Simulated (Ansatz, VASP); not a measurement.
**Si2Sn in VASP and in Ansatz**

```xyz
3
Lattice="3.2703 -1.8885 0.0156 3.2703 1.8885 0.0156 -0.0381 0.0000 5.0567" Properties=species:S:1:pos:R:3 pbc="T T T"
Si    4.3432    0.0000    2.0381
Si    2.1592    0.0000    3.0497
Sn    0.0000    0.0000    0.0000
```

Change from the starting cell: the structure that the rattled cell fell into.

Alike in both runs: functional PBE; k mesh 14 × 14 × 10; occupations gaussian, width 0.1 eV; no spin polarisation.

Ansatz relaxed the structure, and its values are those at the end. VASP's run is a single point on that final structure, the one shown.

```csv
,VASP,Ansatz
version,VASP 6.6.1,Ansatz 0.2.0
potentials or method,"VASP PAW PBE potentials, release 64 (Si, Sn_d), cutoff 520 eV","scalar-relativistic, plane waves, PAW"
valence electrons in the cell,22,22
```

Ansatz gave:

```
gap on the k mesh at the Fermi level (eV) : none
pressure (GPa)                            : 0.0
rms of the force components (eV/Å)        : 0.004
```

Question: Which values does VASP return?

Answer: gap on the k mesh at the Fermi level (eV): none; pressure (GPa): -0.1; rms of the force components (eV/Å): 0.006.

A gap of «none» marks a metal or a gap that the smearing closes. With one functional, cell and mesh, what is left measures potentials, basis and numerics.
